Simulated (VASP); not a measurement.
# Cd3SeS2 (P3m1) in VASP: relaxation of cell and atoms with PBE

Aim: the relaxation of cell and atoms of Cd3SeS2 with PBE.

Everything below comes from runs of VASP 6.6.1. Logs are shortened: lines on timing, memory, paths and dates and some standing lists are left out, and cuts for length are marked.

## 1. The cell of the first run

It takes space group P3m1 (No. 156, trigonal). The conventional cell has a = 4.258 Å, b = 4.258 Å, c = 20.819 Å, α = 90.00°, β = 90.00°, γ = 120.00°. Within 3.5 Å of Cd (site symmetry 3m) lie 4 Se at 2.65 to 2.68 Å. Cd (site symmetry 3m) has 4 S at 2.57 to 2.59 Å within 3.4 Å. Within 3.4 Å of Cd (site symmetry 3m) lie 4 S at 2.57 to 2.58 Å. Within 3.4 Å of Cd (site symmetry 3m) lie 1 S at 2.57 Å and 3 Se at 2.65 Å. Within 3.4 Å of Cd (site symmetry 3m) lie 4 S at 2.57 to 2.58 Å. Within 3.4 Å of Cd (site symmetry 3m) lie 3 S at 2.58 Å and 1 Se at 2.69 Å. Se (site symmetry 3m) has 4 Cd at 2.65 to 2.68 Å within 3.5 Å. Se (site symmetry 3m) has 4 Cd at 2.65 to 2.69 Å within 3.5 Å.

## 2. Relaxation of cell and atoms, PBE

The input, INCAR:

```
  PREC = Accurate
  ENCUT = 600
  EDIFF = 1E-7
  ISMEAR = 0
  SIGMA = 0.02
  LREAL = False
  LASPH = True
  NELM = 100
  ALGO = Normal
  ISIF = 3
  LWAVE = False
  LCHARG = False
  GGA = PE
  IBRION = 2
  NSW = 100
  EDIFFG = -0.01
```

The input, KPOINTS:

```
Automatic mesh
0
Gamma
  6 6 2
```

The input, POSCAR:

```
Cd3SeS2
1.0
    4.2575171000      0.0000000000      0.0000000000
   -2.1287586000      3.6871180000      0.0000000000
    0.0000000000      0.0000000000     20.8188328000
Cd Se S
6 2 4
Direct
    0.3333333000      0.6666667000      0.0016690000
    0.3333333000      0.6666667000      0.3394170000
    0.3333333000      0.6666667000      0.6634450000
    0.6666667000      0.3333333000      0.1776180000
    0.6666667000      0.3333333000      0.5014240000
    0.6666667000      0.3333333000      0.8254670000
    0.3333333000      0.6666667000      0.1303450000
    0.6666667000      0.3333333000      0.9545090000
    0.3333333000      0.6666667000      0.4630300000
    0.3333333000      0.6666667000      0.7870790000
    0.6666667000      0.3333333000      0.3009550000
    0.6666667000      0.3333333000      0.6250430000
```

Potentials or basis: VASP PAW PBE potentials, release 64 (Cd, Se, S).

Run with:

```console
$ cat potpaw_PBE.64/Cd/POTCAR potpaw_PBE.64/Se/POTCAR potpaw_PBE.64/S/POTCAR > POTCAR
$ mpirun -np 1 vasp_std > vasp.out
```

OUTCAR:

```text
PREC = Accurate
   ENCUT = 600
   EDIFF = 1E-7
   ISMEAR = 0
   LREAL = False
   LASPH = True
   NELM = 100
   ISIF = 3
   GGA = PE
   IBRION = 2
   NSW = 100
   EDIFFG = -0.01

 ion  position               nearest neighbor table
   1  0.333  0.667  0.002-   8 2.65   8 2.65   8 2.65   7 2.68
   2  0.333  0.667  0.339-   9 2.57  11 2.59  11 2.59  11 2.59
   3  0.333  0.667  0.663-  10 2.57  12 2.58  12 2.58  12 2.58
   4  0.667  0.333  0.178-  11 2.57   7 2.65   7 2.65   7 2.65
   5  0.667  0.333  0.501-  12 2.57   9 2.58   9 2.58   9 2.58
   6  0.667  0.333  0.825-  10 2.58  10 2.58  10 2.58   8 2.69
   7  0.333  0.667  0.130-   4 2.65   4 2.65   4 2.65   1 2.68
   8  0.667  0.333  0.955-   1 2.65   1 2.65   1 2.65   6 2.69
   9  0.333  0.667  0.463-   2 2.57   5 2.58   5 2.58   5 2.58
  10  0.333  0.667  0.787-   3 2.57   6 2.58   6 2.58   6 2.58
  11  0.667  0.333  0.301-   4 2.57   2 2.59   2 2.59   2 2.59
  12  0.667  0.333  0.625-   5 2.57   3 2.58   3 2.58   3 2.58

  LATTYP: Found a hexagonal cell.
 ALAT       =     4.2575171000
 C/A-ratio  =     4.8898999842

  Lattice vectors:

 A1 = (   4.2575171000,   0.0000000000,   0.0000000000)
 A2 = (  -2.1287586000,   3.6871180000,   0.0000000000)
 A3 = (   0.0000000000,   0.0000000000,  20.8188328000)

Analysis of symmetry for initial positions (statically):
=====================================================================
 Subroutine PRICEL returns:
 Original cell was already a primitive cell.

 Routine SETGRP: Setting up the symmetry group for a
 hexagonal supercell.

 Subroutine GETGRP returns: Found  6 space group operations
 (whereof  6 operations were pure point group operations)
 out of a pool of 24 trial point group operations.

The static configuration has the point symmetry C_3v.

Analysis of symmetry for dynamics (positions and initial velocities):
=====================================================================
 Subroutine PRICEL returns:
 Original cell was already a primitive cell.

 Routine SETGRP: Setting up the symmetry group for a
 hexagonal supercell.

 Subroutine GETGRP returns: Found  6 space group operations
 (whereof  6 operations were pure point group operations)
 out of a pool of 24 trial point group operations.

The dynamic configuration has the point symmetry C_3v.

 Subroutine INISYM returns: Found  6 space group operations
 (whereof  6 operations are pure point group operations),
 and found     1 'primitive' translations

----------------------------------------------------------------------------------------

                                     Primitive cell

  volume of cell :     326.8134

  direct lattice vectors                    reciprocal lattice vectors
     4.257517100  0.000000000  0.000000000     0.234878681  0.135607272  0.000000000
    -2.128758600  3.687118000  0.000000000     0.000000000  0.271214537  0.000000000
     0.000000000  0.000000000 20.818832800     0.000000000  0.000000000  0.048033432

  length of vectors
     4.257517100  4.257517155 20.818832800     0.271214540  0.271214537  0.048033432

  position of ions in fractional coordinates (direct lattice)
     0.333333300  0.666666700  0.001669000
     0.333333300  0.666666700  0.339417000
     0.333333300  0.666666700  0.663445000
     0.666666700  0.333333300  0.177618000
     0.666666700  0.333333300  0.501424000
     0.666666700  0.333333300  0.825467000
     0.333333300  0.666666700  0.130345000
     0.666666700  0.333333300  0.954509000
     0.333333300  0.666666700  0.463030000
     0.333333300  0.666666700  0.787079000
     0.666666700  0.333333300  0.300955000
     0.666666700  0.333333300  0.625043000

  ion indices of the primitive-cell ions
   primitive index   ion index
                 1           1
                 2           2
                 3           3
                 4           4
                 5           5
                 6           6
                 7           7
                 8           8
                 9           9
                10          10
                11          11
                12          12

----------------------------------------------------------------------------------------

 KPOINTS: Automatic mesh

Automatic generation of k-mesh.
 Grid dimensions read from file:
 generate k-points for:    6    6    2

 Generating k-lattice:

  Cartesian coordinates                     Fractional coordinates (reciprocal lattice)
     0.039146447  0.022601212  0.000000000     0.166666667  0.000000000  0.000000000
     0.000000000  0.045202423  0.000000000     0.000000000  0.166666667  0.000000000
     0.000000000  0.000000000  0.024016716     0.000000000  0.000000000  0.500000000

  Length of vectors
     0.045202423  0.045202423  0.024016716

  Shift w.r.t. Gamma in fractional coordinates (k-lattice)
     0.000000000  0.000000000  0.000000000

 Subroutine IBZKPT returns following result:
 ===========================================

 Found     14 irreducible k-points:

 Following reciprocal coordinates:
            Coordinates               Weight
  0.000000  0.000000  0.000000      1.000000
  0.166667  0.000000  0.000000      6.000000
  0.333333  0.000000  0.000000      6.000000
  0.500000  0.000000  0.000000      3.000000
  0.166667  0.166667  0.000000      6.000000
  0.333333  0.166667  0.000000     12.000000
  0.333333  0.333333  0.000000      2.000000
  0.000000  0.000000  0.500000      1.000000
  0.166667  0.000000  0.500000      6.000000
  0.333333  0.000000  0.500000      6.000000
  0.500000  0.000000  0.500000      3.000000
  0.166667  0.166667  0.500000      6.000000
  0.333333  0.166667  0.500000     12.000000
  0.333333  0.333333  0.500000      2.000000
   k-points           NKPTS =     14   k-points in BZ     NKDIM =     14   number of bands    NBANDS=     64
   number of dos      NEDOS =    301   number of ions     NIONS =     12
   total plane-waves  NPLWV = 217728
   dimension x,y,z NGX =    36 NGY =   36 NGZ =  168
   dimension x,y,z NGXF=    72 NGYF=   72 NGZF=  336
   ions per type =               6   2   4
   NGX,Y,Z   is equivalent  to a cutoff of  14.06, 14.06, 13.42 a.u.
   NGXF,Y,Z  is equivalent  to a cutoff of  28.11, 28.11, 26.83 a.u.
 SYSTEM =  unknown system
   PREC   = accura    normal or accurate (medium, high low for compatibility)
   ISTART =      0    job   : 0-new  1-cont  2-samecut
   ICHARG =      2    charge: 1-file 2-atom 10-const
   ISPIN  =      1    spin polarized calculation?
   LNONCOLLINEAR =      F non collinear calculations
   LSORBIT =      F    spin-orbit coupling
   LASPH  =      T    aspherical Exc in radial PAW
   ENCUT  =  600.0 eV  44.10 Ry    6.64 a.u.   8.50  8.50 41.58*2*pi/ulx,y,z
   NELM   =    100;   NELMIN=  2; NELMDL= -5     # of ELM steps
   EDIFF  = 0.1E-06   stopping-criterion for ELM
   LREAL  =      F    real-space projection
   EDIFFG = -.1E-01   stopping-criterion for IOM
   NSW    =    100    number of steps for IOM
   IBRION =      2    ionic relax: 0-MD 1-quasi-New 2-CG
   NFREE  =      1    steps in history (QN), initial steepest desc. (CG)
   ISIF   =      3    stress and relaxation
   ISYM   =      2    0-nonsym 1-usesym 2-fastsym
   POTIM  = 0.5000    time-step for ionic-motion
   TEBEG  =    0.0;   TEEND  =   0.0 temperature during run
   PSTRESS=    0.0 pullay stress
   NELECT =     108.0000    total number of electrons
   NUPDOWN=      -1.0000    fix difference up-down
   EMIN   =  10.00;   EMAX   =-10.00  energy-range for DOS
   EFERMI =   0.00;   METHOD = LEGACY
   ISMEAR =     0;   SIGMA  =   0.02  broadening in eV -4-tet -1-fermi 0-gaus
   EFERMI_NEDOS =   21; number of points for ismear=-14 and -15
   IALGO  =     38    algorithm
   IMIX   =      4    mixing-type and parameters
     AMIX     =   0.40;   BMIX     =  1.00
     AMIX_MAG =   1.60;   BMIX_MAG =  1.00
  volume/ion in A,a.u.               =      27.23       183.79
  Fermi-wavevector in a.u.,A,eV,Ry     =   1.131834  2.138856 17.429725  1.281049
  Thomas-Fermi vector in A             =   2.268534
   LORBIT       =      0    0 simple, 1 ext, 2 COOP (PROOUT), +10 PAW based schemes
   GGA     = PE    functional components
   LHFCALC =     F    Hartree Fock is set to
   AEXX    =    0.0000 exact exchange contribution
   IVDW    =     0    specifies the selected vdW correction
   LEPSILON=     F    determine dielectric tensor
   LRPA    =     F    only Hartree local field effects (RPA)
 conjugate gradient relaxation of ions
 non-spin polarized calculation
 Gauss-broadening in eV      SIGMA  =   0.02
  energy-cutoff  :      600.00
  volume of cell :      326.81
 maximum number of plane-waves:     10980
 NGX is ok and might be reduce to    36
   NGX = 17   NGY = 17   NGZ = 83

--------------------------------------- Ionic step        1  -------------------------------------------

 number of electron     107.9999985 magnetization

 Free energy of the ion-electron system (eV)
  ---------------------------------------------------
  ext. energy  EPLUGINS =         0.00000000
  ---------------------------------------------------
  free energy    TOTEN  =       -35.50759615 eV

  energy without entropy =      -35.50759615  energy(sigma->0) =      -35.50759615

------------------------ aborting loop because EDIFF is reached ----------------------------------------

  FORCE on cell =-STRESS in cart. coord.  units (eV):
  Direction    XX          YY          ZZ          XY          YZ          ZX
  --------------------------------------------------------------------------------------
  -------------------------------------------------------------------------------------
  Total        0.4910883      0.4910883      0.5064747     -0.0000000      0.0000000      0.0000000
  in kB        2.4075224      2.4075225      2.4829533     -0.0000000      0.0000000      0.0000000
  external PRESSURE =       2.4326661 kB  Pullay stress =       0.0000000 kB

 VOLUME and BASIS-vectors are now :
 -----------------------------------------------------------------------------
  energy-cutoff  :      600.00
  volume of cell :      326.81
      direct lattice vectors                 reciprocal lattice vectors
     4.257517100  0.000000000  0.000000000     0.234878681  0.135607272  0.000000000
    -2.128758600  3.687118000  0.000000000     0.000000000  0.271214537  0.000000000
     0.000000000  0.000000000 20.818832800     0.000000000  0.000000000  0.048033432
[... 50 lines left out ...]
     -0.00000      2.46293      7.08053        -0.000000      0.000000      0.002275
     -0.00000      2.46293     13.84018         0.000000     -0.000000      0.002015
      2.13296      1.23147      3.70535        -0.000000     -0.000000     -0.003034
      2.13296      1.23147     10.46019        -0.000000      0.000000      0.001808
      2.13296      1.23147     17.22029         0.000000      0.000000      0.000178
     -0.00000      2.46293      2.71894         0.000000      0.000000      0.004136
      2.13296      1.23147     19.91205         0.000000     -0.000000      0.003876
     -0.00000      2.46293      9.65948        -0.000000      0.000000     -0.002072
     -0.00000      2.46293     16.41955         0.000000     -0.000000     -0.001825
      2.13296      1.23147      6.27846        -0.000000      0.000000     -0.000483
      2.13296      1.23147     13.03928        -0.000000     -0.000000     -0.001816
 -----------------------------------------------------------------------------------
    total drift:                               -0.000000     -0.000000      0.001642

  FREE ENERGIE OF THE ION-ELECTRON SYSTEM (eV)
  ---------------------------------------------------
  free  energy   TOTEN  =       -35.5087018770 eV

  energy  without entropy=      -35.5087018770  energy(sigma->0) =      -35.50870188

--------------------------------------- Ionic step        3  -------------------------------------------

 number of electron     107.9999983 magnetization

 Free energy of the ion-electron system (eV)
  ---------------------------------------------------
  ext. energy  EPLUGINS =         0.00000000
  ---------------------------------------------------
  free energy    TOTEN  =       -35.50877704 eV

  energy without entropy =      -35.50877704  energy(sigma->0) =      -35.50877704

 E-fermi :   1.1018     XC(G=0):  -8.8002

 val. band max:        0.9946151016   @ k =   0.0000   0.0000   0.0000
 cond. band min:       1.6280326865   @ k =   0.0000   0.0000   0.0000
 fundamental gap:      0.6334175848
 Fermi energy:         1.1017988924

 k-point     1 :       0.0000    0.0000    0.0000
  band No.  band energies     occupation
      1     -11.4060      2.00000
      2     -11.3077      2.00000
      3     -11.2912      2.00000
      4     -11.1334      2.00000
      5     -11.1105      2.00000
      6     -11.0129      2.00000
[... 949 lines left out ...]
 POSITION                                       TOTAL-FORCE (eV/Angst)
 -----------------------------------------------------------------------------------
     -0.00000      2.46194      0.03494         0.000000      0.000000     -0.003308
     -0.00000      2.46194      7.07761         0.000000     -0.000000      0.001271
     -0.00000      2.46194     13.83444         0.000000      0.000000      0.001217
      2.13210      1.23097      3.70380         0.000000     -0.000000     -0.002421
      2.13210      1.23097     10.45587        -0.000000      0.000000      0.000910
      2.13210      1.23097     17.21312        -0.000000     -0.000000      0.000387
     -0.00000      2.46194      2.71786         0.000000      0.000000      0.002469
      2.13210      1.23097     19.90380         0.000000      0.000000      0.002324
     -0.00000      2.46194      9.65544         0.000000      0.000000     -0.001176
     -0.00000      2.46194     16.41269        -0.000000      0.000000     -0.001038
      2.13210      1.23097      6.27581        -0.000000     -0.000000      0.000352
      2.13210      1.23097     13.03383        -0.000000      0.000000     -0.000986
 -----------------------------------------------------------------------------------
    total drift:                               -0.000000     -0.000000      0.001676

  FREE ENERGIE OF THE ION-ELECTRON SYSTEM (eV)
  ---------------------------------------------------
  free  energy   TOTEN  =       -35.5087770443 eV

  energy  without entropy=      -35.5087770443  energy(sigma->0) =      -35.50877704

 reached required accuracy - stopping structural energy minimisation
```

It took 30 min on 1 thread of Oxide Virtual Turin-like, shared host; peak memory 0.68 GiB.

Results:

* Free energy: -35.5088 eV
* Relaxed volume: 27.36 Å³/atom
* Relaxed cell: a = 4.264 Å, b = 4.264 Å, c = 20.853 Å, α = 90.00°, β = 90.00°, γ = 120.00°
* Space group after relaxing (to 0.1 Å): P3m1 (No. 156)
* Energy gained by relaxing: 0.1 meV/atom
* Ionic steps: 3
* Pressure after relaxing: 0.0 GPa
* Largest force after relaxing: 0.003 eV/Å
* Band gap on the k mesh: 0.63 eV

Forces in eV/Å, atoms in the order of the input:
```
Cd   0.000  0.000 -0.003
Cd   0.000  0.000  0.001
Cd   0.000  0.000  0.001
Cd   0.000  0.000 -0.002
Cd   0.000  0.000  0.001
Cd   0.000  0.000  0.000
Se   0.000  0.000  0.002
Se   0.000  0.000  0.002
S    0.000  0.000 -0.001
S    0.000  0.000 -0.001
S    0.000  0.000  0.000
S    0.000  0.000 -0.001
```

The path:
| step | energy change (eV) | largest force (eV/Å) | pressure (GPa) | volume (Å³) |
| --- | --- | --- | --- | --- |
| 1 | 0.0000 | 0.0044 | 0.24 | 326.81 |
| 2 | -0.0011 | 0.0051 | -0.06 | 328.77 |
| 3 | -0.0012 | 0.0033 | 0.00 | 328.37 |

Final structure:
```cif
data_structure
_symmetry_space_group_name_H-M 'P 1'
_symmetry_Int_Tables_number 1
_cell_length_a 4.2642
_cell_length_b 4.2642
_cell_length_c 20.8525
_cell_angle_alpha 90.000
_cell_angle_beta 90.000
_cell_angle_gamma 120.000
_cell_volume 328.37
loop_
_atom_site_label
_atom_site_type_symbol
_atom_site_fract_x
_atom_site_fract_y
_atom_site_fract_z
_atom_site_occupancy
Cd1 Cd 0.33333 0.66667 0.00168 1
Cd2 Cd 0.33333 0.66667 0.33941 1
Cd3 Cd 0.33333 0.66667 0.66344 1
Cd4 Cd 0.66667 0.33333 0.17762 1
Cd5 Cd 0.66667 0.33333 0.50142 1
Cd6 Cd 0.66667 0.33333 0.82547 1
Se1 Se 0.33333 0.66667 0.13034 1
Se2 Se 0.66667 0.33333 0.95450 1
S1 S 0.33333 0.66667 0.46303 1
S2 S 0.33333 0.66667 0.78708 1
S3 S 0.66667 0.33333 0.30096 1
S4 S 0.66667 0.33333 0.62505 1
```
